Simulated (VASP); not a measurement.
# Si (P6_3/mmc) in VASP: a series of runs

Runs on Si. Level: PBE. Tasks: single point.

Everything below comes from runs of VASP 6.6.1. Logs are shortened: lines on timing, memory, paths and dates and some standing lists are left out, and cuts for length are marked.

## (1) The cell of the first run

The structure is hexagonal, space group P6_3/mmc (No. 194). The conventional cell has a = 3.717 Å, b = 3.717 Å, c = 6.409 Å, α = 90.00°, β = 90.00°, γ = 120.00°. Si (site symmetry 3m) has 4 Si at 2.31 to 2.36 Å within 3.0 Å.

## (2) Single point, PBE (epitaxial xy strain -3.0%)

File INCAR:

```
SYSTEM = Si
  ALGO = Normal
  EDIFF = 1E-6
  ENCUT = 520
  GGA = PE
  ISIF = 2
  ISMEAR = 0
  LASPH = .True.
  LCHARG = .False.
  LREAL = .False.
  LWAVE = .False.
  NBANDS = 16
  NELM = 100
  PREC = Accurate
  SIGMA = 0.01
```

File KPOINTS:

```
k-points
0
Gamma
  6 6 2
  0 0 0
```

File POSCAR:

```
Si
1.0
    3.7171656722      0.0000000000      0.0000000000
   -1.8585828361      3.2191599022      0.0000000000
    0.0000000000      0.0000000000      6.4094741312
Si
4
Direct
    0.3333333333      0.6666666667      0.0033961010
    0.6666666667      0.3333333333      0.5033961010
    0.3333333333      0.6666666667      0.3716038990
    0.6666666667      0.3333333333      0.8716038990
```

Potentials or basis: VASP PAW PBE potentials, release 64 (Si).

Run with:

```sh
$ cat potpaw_PBE.64/Si/POTCAR > POTCAR
$ mpirun -np 1 vasp_std > vasp.out
```

OUTCAR:

```text
SYSTEM = Si
   EDIFF = 1E-6
   ENCUT = 520
   GGA = PE
   ISIF = 2
   ISMEAR = 0
   LASPH = .True.
   LREAL = .False.
   NELM = 100
   PREC = Accurate

 ion  position               nearest neighbor table
   1  0.333  0.667  0.003-   4 2.31   4 2.31   4 2.31   3 2.36
   2  0.667  0.333  0.503-   3 2.31   3 2.31   3 2.31   4 2.36
   3  0.333  0.667  0.372-   2 2.31   2 2.31   2 2.31   1 2.36
   4  0.667  0.333  0.872-   1 2.31   1 2.31   1 2.31   2 2.36

  LATTYP: Found a hexagonal cell.
 ALAT       =     3.7171656722
 C/A-ratio  =     1.7242906818

  Lattice vectors:

 A1 = (   3.7171656722,   0.0000000000,   0.0000000000)
 A2 = (  -1.8585828361,   3.2191599022,   0.0000000000)
 A3 = (   0.0000000000,   0.0000000000,   6.4094741312)

Analysis of symmetry for initial positions (statically):
=====================================================================
 Subroutine PRICEL returns:
 Original cell was already a primitive cell.

 Routine SETGRP: Setting up the symmetry group for a
 hexagonal supercell.

 Subroutine GETGRP returns: Found 24 space group operations
 (whereof  6 operations were pure point group operations)
 out of a pool of 24 trial point group operations.

The static configuration has the point symmetry C_3v.
 The point group associated with its full space group is D_6h.

Analysis of symmetry for dynamics (positions and initial velocities):
=====================================================================
 Subroutine PRICEL returns:
 Original cell was already a primitive cell.

 Routine SETGRP: Setting up the symmetry group for a
 hexagonal supercell.

 Subroutine GETGRP returns: Found 24 space group operations
 (whereof  6 operations were pure point group operations)
 out of a pool of 24 trial point group operations.

The dynamic configuration has the point symmetry C_3v.
 The point group associated with its full space group is D_6h.

 Subroutine INISYM returns: Found 24 space group operations
 (whereof  6 operations are pure point group operations),
 and found     1 'primitive' translations

----------------------------------------------------------------------------------------

                                     Primitive cell

  volume of cell :      76.6967

  direct lattice vectors                    reciprocal lattice vectors
     3.717165672  0.000000000  0.000000000     0.269022177  0.155320026  0.000000000
    -1.858582836  3.219159902  0.000000000     0.000000000  0.310640052  0.000000000
     0.000000000  0.000000000  6.409474131     0.000000000  0.000000000  0.156019040

  length of vectors
     3.717165672  3.717165672  6.409474131     0.310640052  0.310640052  0.156019040

  position of ions in fractional coordinates (direct lattice)
     0.333333333  0.666666667  0.003396101
     0.666666667  0.333333333  0.503396101
     0.333333333  0.666666667  0.371603899
     0.666666667  0.333333333  0.871603899

  ion indices of the primitive-cell ions
   primitive index   ion index
                 1           1
                 2           2
                 3           3
                 4           4

----------------------------------------------------------------------------------------

 KPOINTS: k-points

Automatic generation of k-mesh.
 Grid dimensions read from file:
 generate k-points for:    6    6    2

 Generating k-lattice:

  Cartesian coordinates                     Fractional coordinates (reciprocal lattice)
     0.044837029  0.025886671  0.000000000     0.166666667 -0.000000000  0.000000000
     0.000000000  0.051773342  0.000000000     0.000000000  0.166666667  0.000000000
     0.000000000  0.000000000  0.078009520     0.000000000  0.000000000  0.500000000

  Length of vectors
     0.051773342  0.051773342  0.078009520

  Shift w.r.t. Gamma in fractional coordinates (k-lattice)
     0.000000000  0.000000000  0.000000000

 Subroutine IBZKPT returns following result:
 ===========================================

 Found     14 irreducible k-points:

 Following reciprocal coordinates:
            Coordinates               Weight
  0.000000  0.000000  0.000000      1.000000
  0.166667  0.000000  0.000000      6.000000
  0.333333  0.000000  0.000000      6.000000
  0.500000  0.000000  0.000000      3.000000
  0.166667  0.166667  0.000000      6.000000
  0.333333  0.166667  0.000000     12.000000
  0.333333  0.333333  0.000000      2.000000
  0.000000  0.000000  0.500000      1.000000
  0.166667  0.000000  0.500000      6.000000
  0.333333  0.000000  0.500000      6.000000
  0.500000  0.000000  0.500000      3.000000
  0.166667  0.166667  0.500000      6.000000
  0.333333  0.166667  0.500000     12.000000
  0.333333  0.333333  0.500000      2.000000
   k-points           NKPTS =     14   k-points in BZ     NKDIM =     14   number of bands    NBANDS=     16
   number of dos      NEDOS =    301   number of ions     NIONS =      4
   total plane-waves  NPLWV =  37632
   dimension x,y,z NGX =    28 NGY =   28 NGZ =   48
   dimension x,y,z NGXF=    56 NGYF=   56 NGZF=   96
   ions per type =               4
   NGX,Y,Z   is equivalent  to a cutoff of  12.52, 12.52, 12.45 a.u.
   NGXF,Y,Z  is equivalent  to a cutoff of  25.05, 25.05, 24.90 a.u.
 SYSTEM =  Si
   PREC   = accura    normal or accurate (medium, high low for compatibility)
   ISTART =      0    job   : 0-new  1-cont  2-samecut
   ICHARG =      2    charge: 1-file 2-atom 10-const
   ISPIN  =      1    spin polarized calculation?
   LNONCOLLINEAR =      F non collinear calculations
   LSORBIT =      F    spin-orbit coupling
   LASPH  =      T    aspherical Exc in radial PAW
   ENCUT  =  520.0 eV  38.22 Ry    6.18 a.u.   6.91  6.91 11.92*2*pi/ulx,y,z
   NELM   =    100;   NELMIN=  2; NELMDL= -5     # of ELM steps
   EDIFF  = 0.1E-05   stopping-criterion for ELM
   LREAL  =      F    real-space projection
   EDIFFG = 0.1E-04   stopping-criterion for IOM
   NSW    =      0    number of steps for IOM
   IBRION =     -1    ionic relax: 0-MD 1-quasi-New 2-CG
   NFREE  =      0    steps in history (QN), initial steepest desc. (CG)
   ISIF   =      2    stress and relaxation
   ISYM   =      2    0-nonsym 1-usesym 2-fastsym
   POTIM  = 0.5000    time-step for ionic-motion
   TEBEG  =    0.0;   TEEND  =   0.0 temperature during run
   PSTRESS=    0.0 pullay stress
   NELECT =      16.0000    total number of electrons
   NUPDOWN=      -1.0000    fix difference up-down
   EMIN   =  10.00;   EMAX   =-10.00  energy-range for DOS
   EFERMI =   0.00;   METHOD = LEGACY
   ISMEAR =     0;   SIGMA  =   0.01  broadening in eV -4-tet -1-fermi 0-gaus
   EFERMI_NEDOS =   21; number of points for ismear=-14 and -15
   IALGO  =     38    algorithm
   IMIX   =      4    mixing-type and parameters
     AMIX     =   0.40;   BMIX     =  1.00
     AMIX_MAG =   1.60;   BMIX_MAG =  1.00
  volume/ion in A,a.u.               =      19.17       129.39
  Fermi-wavevector in a.u.,A,eV,Ry     =   0.970933  1.834797 12.826357  0.942711
  Thomas-Fermi vector in A             =   2.101109
   LORBIT       =      0    0 simple, 1 ext, 2 COOP (PROOUT), +10 PAW based schemes
   GGA     = PE    functional components
   LHFCALC =     F    Hartree Fock is set to
   AEXX    =    0.0000 exact exchange contribution
   IVDW    =     0    specifies the selected vdW correction
   LEPSILON=     F    determine dielectric tensor
   LRPA    =     F    only Hartree local field effects (RPA)
 non-spin polarized calculation
 Gauss-broadening in eV      SIGMA  =   0.01
  energy-cutoff  :      520.00
  volume of cell :       76.70
 maximum number of plane-waves:      2086
 NGX is ok and might be reduce to    28
   NGX = 13   NGY = 13   NGZ = 23

 number of electron      16.0000001 magnetization

 Free energy of the ion-electron system (eV)
  ---------------------------------------------------
  ext. energy  EPLUGINS =         0.00000000
  ---------------------------------------------------
  free energy    TOTEN  =       -21.49193295 eV

  energy without entropy =      -21.49193295  energy(sigma->0) =      -21.49193295

 E-fermi :   6.7506     XC(G=0):  -9.5787

 val. band max:        6.6845357546   @ k =   0.0000   0.0000   0.0000
 cond. band min:       7.0850246691   @ k =   0.3333   0.3333   0.0000
 fundamental gap:      0.4004889145
 Fermi energy:         6.7505874135

 k-point     1 :       0.0000    0.0000    0.0000
  band No.  band energies     occupation
      1      -5.9943      2.00000
      2      -3.8017      2.00000
      3      -1.0113      2.00000
      4       5.2522      2.00000
      5       5.2522      2.00000
      6       5.8723      2.00000
[... 8 lines left out ...]
     15      10.8457      0.00000
     16      12.6129      0.00000

 k-point     2 :       0.1667    0.0000    0.0000
  band No.  band energies     occupation
      1      -5.6473      2.00000
      2      -3.4482      2.00000
      3      -0.8080      2.00000
      4       3.2463      2.00000
      5       4.6395      2.00000
      6       4.7709      2.00000
[... 8 lines left out ...]
     15      12.0625      0.00000
     16      12.3553      0.00000

 k-point     3 :       0.3333    0.0000    0.0000
  band No.  band energies     occupation
      1      -4.6527      2.00000
      2      -2.4266      2.00000
      3      -0.8805      2.00000
      4       1.4116      2.00000
      5       2.0576      2.00000
      6       3.8562      2.00000
[... 8 lines left out ...]
     15      13.7830      0.00000
     16      14.0420      0.00000
[... 172 lines left out ...]
 k-point    13 :       0.3333    0.1667    0.5000
  band No.  band energies     occupation
      1      -3.0517      2.00000
      2      -3.0517      2.00000
      3      -0.4022      2.00000
      4      -0.4022      2.00000
      5       2.8220      2.00000
      6       2.8220      2.00000
[... 8 lines left out ...]
     15      13.7678      0.00000
     16      13.7678      0.00000

 k-point    14 :       0.3333    0.3333    0.5000
  band No.  band energies     occupation
      1      -2.2934      2.00000
      2      -2.2934      2.00000
      3      -0.9974      2.00000
      4      -0.9974      2.00000
      5       1.8256      2.00000
      6       1.8256      2.00000
[... 8 lines left out ...]
     15      13.1832      0.00000
     16      13.1832      0.00000

------------------------ aborting loop because EDIFF is reached ----------------------------------------

  FORCE on cell =-STRESS in cart. coord.  units (eV):
  Direction    XX          YY          ZZ          XY          YZ          ZX
  --------------------------------------------------------------------------------------
  -------------------------------------------------------------------------------------
  Total        4.4145028      4.4145028      0.4064313      0.0000000     -0.0000000      0.0000000
  in kB       92.2179594     92.2179594      8.4902575      0.0000000     -0.0000000      0.0000000
  external PRESSURE =      64.3087254 kB  Pullay stress =       0.0000000 kB

 VOLUME and BASIS-vectors are now :
 -----------------------------------------------------------------------------
  energy-cutoff  :      520.00
  volume of cell :       76.70
      direct lattice vectors                 reciprocal lattice vectors
     3.717165672  0.000000000  0.000000000     0.269022177  0.155320026  0.000000000
    -1.858582836  3.219159902  0.000000000     0.000000000  0.310640052  0.000000000
     0.000000000  0.000000000  6.409474131     0.000000000  0.000000000  0.156019040

 POSITION                                       TOTAL-FORCE (eV/Angst)
 -----------------------------------------------------------------------------------
     -0.00000      2.14611      0.02177         0.000000     -0.000000     -0.000234
      1.85858      1.07305      3.22650        -0.000000     -0.000000     -0.000234
     -0.00000      2.14611      2.38179         0.000000     -0.000000      0.000234
      1.85858      1.07305      5.58652        -0.000000      0.000000      0.000234
 -----------------------------------------------------------------------------------
    total drift:                               -0.000000      0.000000     -0.000000

  FREE ENERGIE OF THE ION-ELECTRON SYSTEM (eV)
  ---------------------------------------------------
  free  energy   TOTEN  =       -21.4919329508 eV

  energy  without entropy=      -21.4919329508  energy(sigma->0) =      -21.49193295
```

Wall time 20 s (1 thread of Intel Xeon Platinum 8259CL at 2.50GHz (Skylake/Cascade Lake), shared host); peak memory 0.17 GiB.

Results:

```yaml
Free_energy: -21.4919 eV
Pressure: 6.4 GPa
Band_gap_on_the_k_mesh: 0.40 eV, indirect (least direct gap 1.55 eV)
```

Levels at points of the mesh, in eV from the valence-band top:
```
           k point  band 4  band 5  band 6  band 7  band 8  band 9  band 10  band 11  band 12  band 13
(0.00, 0.00, 0.00)   -1.43   -1.43   -0.81    0.00    0.00    1.55     1.63     2.06     2.06     4.15
(0.50, 0.00, 0.00)   -6.35   -5.04   -3.34   -3.12   -1.59    0.41     2.28     2.52     3.00     3.93
(0.00, 0.00, 0.50)   -4.78   -0.87   -0.87   -0.87   -0.87    2.20     2.20     3.01     3.01     3.01
(0.50, 0.00, 0.50)   -7.58   -2.89   -2.89   -2.52   -2.52    0.69     0.69     1.40     1.40     5.44
```

Caveat: the k points lie up to 0.49 Å⁻¹ apart; the cell differs from its parent crystal (epitaxial xy strain -3.0%).

## (3) Single point, PBE

This run uses another cell than the first one, of 20.16 Å³/atom, 1.051 times its volume.

File INCAR:

```
PREC     = Accurate       # precision mode
ENCUT    = 520            # plane-wave cutoff, eV
EDIFF    = 1E-7           # SCF threshold, eV
ISMEAR   = 0              # smearing method
SIGMA    = 0.01           # smearing width, eV
LREAL    = F              # projectors in reciprocal space
LASPH    = T              # aspherical terms in the spheres
NELM     = 60             # most SCF steps
ALGO     = Normal         # electronic algorithm
ISIF     = 2              # what is computed and relaxed
LWAVE    = F              # write WAVECAR
LCHARG   = F              # write CHGCAR
GGA      = PE             # functional
NBANDS   = 16             # bands
```

File KPOINTS:

```
regular mesh
0
Gamma
  6 6 2
```

File POSCAR:

```
Si
1.0
    3.8321295590      0.0000000000      0.0000000000
   -1.9160647795      3.3187215487      0.0000000000
    0.0000000000      0.0000000000      6.3412168605
Si
4
Direct
    0.3333333333      0.6666666667      0.0005609409
    0.6666666667      0.3333333333      0.5005609409
    0.3333333333      0.6666666667      0.3744390591
    0.6666666667      0.3333333333      0.8744390591
```

Potentials or basis: VASP PAW PBE potentials, release 64 (Si).

Run with:

```sh
$ cat potpaw_PBE.64/Si/POTCAR > POTCAR
$ mpirun -np 1 vasp_std > vasp.out
```

It took 21 s on 1 thread of Intel Xeon Platinum 8259CL at 2.50GHz (Skylake/Cascade Lake), shared host; peak memory 0.19 GiB.

Results (log left out):

| Item | Value |
| --- | --- |
| Free energy | -21.6441 eV |
| Pressure | 1.3 GPa |
| Largest force | 0.041 eV/Å |
| Band gap on the k mesh | 0.42 eV, indirect (least direct gap 1.04 eV) |

Forces on the atoms (eV/Å):
```
Si   0.000  0.000 -0.041
Si   0.000  0.000 -0.041
Si   0.000  0.000  0.041
Si   0.000  0.000  0.041
```

Stress tensor (GPa, compression positive):
```
1.41 0.00 0.00
0.00 1.41 0.00
0.00 0.00 0.99
```

Levels at points of the mesh, in eV from the valence-band top:
```tsv
k point	band 4	band 5	band 6	band 7	band 8	band 9	band 10	band 11	band 12	band 13
(0.00, 0.00, 0.00)	-1.51	-1.51	-0.36	0.00	0.00	1.04	2.01	2.01	2.32	3.50
(0.50, 0.00, 0.00)	-5.97	-4.66	-3.04	-2.98	-1.44	0.42	2.34	2.98	3.11	4.40
(0.00, 0.00, 0.50)	-4.24	-0.92	-0.92	-0.92	-0.92	1.81	1.81	2.98	2.98	2.98
(0.50, 0.00, 0.50)	-7.25	-2.46	-2.46	-2.41	-2.41	0.92	0.92	1.66	1.66	5.62
```

Caveat: the k points lie up to 0.50 Å⁻¹ apart. Expect the measured gap to be larger: semilocal functionals such as PBE lack the derivative discontinuity.

## (4) Single point, PBE (epitaxial xy strain -2.0%)

File INCAR:

```
PREC = Accurate
ENCUT = 520
EDIFF = 1E-6
ISMEAR = 0
SIGMA = 0.01
LREAL = False
LASPH = True
NELM = 100
ALGO = Normal
ISIF = 2
LWAVE = False
LCHARG = False
GGA = PE
NBANDS = 16
```

KPOINTS is that of step 3.

File POSCAR:

```
Si
1.0
    3.7554869678      0.0000000000      0.0000000000
   -1.8777434839      3.2523471177      0.0000000000
    0.0000000000      0.0000000000      6.3848732298
Si
4
Direct
    0.3333333333      0.6666666667      0.0023823099
    0.6666666667      0.3333333333      0.5023823099
    0.3333333333      0.6666666667      0.3726176901
    0.6666666667      0.3333333333      0.8726176901
```

Run with:

```sh
$ cat potpaw_PBE.64/Si/POTCAR > POTCAR
$ mpirun -np 1 vasp_std > vasp.out
```

Wall time 20 s (1 thread of Intel Xeon Platinum 8259CL at 2.50GHz (Skylake/Cascade Lake), shared host); peak memory 0.18 GiB.

It converged, with:

- Free energy: -21.5681 eV
- Pressure: 4.6 GPa
- Largest force: 0.014 eV/Å
- Band gap on the k mesh: 0.42 eV, indirect (least direct gap 1.38 eV)

Forces in eV/Å, atoms in the order of the input:
```
Si   0.000  0.000 -0.014
Si   0.000  0.000 -0.014
Si   0.000  0.000  0.014
Si   0.000  0.000  0.014
```

Stress tensor (GPa, compression positive):
```
6.47 0.00 0.00
0.00 6.47 0.00
0.00 0.00 0.89
```

Levels at points of the mesh, in eV from the valence-band top:
```tsv
k point	band 4	band 5	band 6	band 7	band 8	band 9	band 10	band 11	band 12	band 13
(0.00, 0.00, 0.00)	-1.46	-1.46	-0.64	0.00	0.00	1.38	1.88	2.05	2.05	3.94
(0.50, 0.00, 0.00)	-6.22	-4.90	-3.21	-3.09	-1.54	0.42	2.31	2.69	3.05	4.10
(0.00, 0.00, 0.50)	-4.58	-0.89	-0.89	-0.89	-0.89	2.08	2.08	3.00	3.00	3.00
(0.50, 0.00, 0.50)	-7.46	-2.73	-2.73	-2.48	-2.48	0.79	0.79	1.49	1.49	5.51
```

Caveat: the k points lie up to 0.49 Å⁻¹ apart; the cell differs from its parent crystal (epitaxial xy strain -2.0%).

## (5) Overview

```tsv
cell	gap on the mesh (eV)	pressure (GPa)	largest force (eV/Å)
a = 3.717, b = 3.717, c = 6.409 Å, angles 90.0, 90.0, 120.0°, 4 atoms	0.40	6.4	-
a = 3.832, b = 3.832, c = 6.341 Å, angles 90.0, 90.0, 120.0°, 4 atoms	0.42	1.3	0.04
a = 3.755, b = 3.755, c = 6.385 Å, angles 90.0, 90.0, 120.0°, 4 atoms	0.42	4.6	0.01
```

Alike in all rows: task single point; level PBE; potentials or basis VASP PAW PBE potentials, release 64 (Si); no spin polarisation; k mesh 6 × 6 × 2; cutoff (eV) 520; smearing gaussian 0.01 eV.

Caveats: all runs use coarse meshes.

Absolute energies hang on the potentials; compare differences alone.
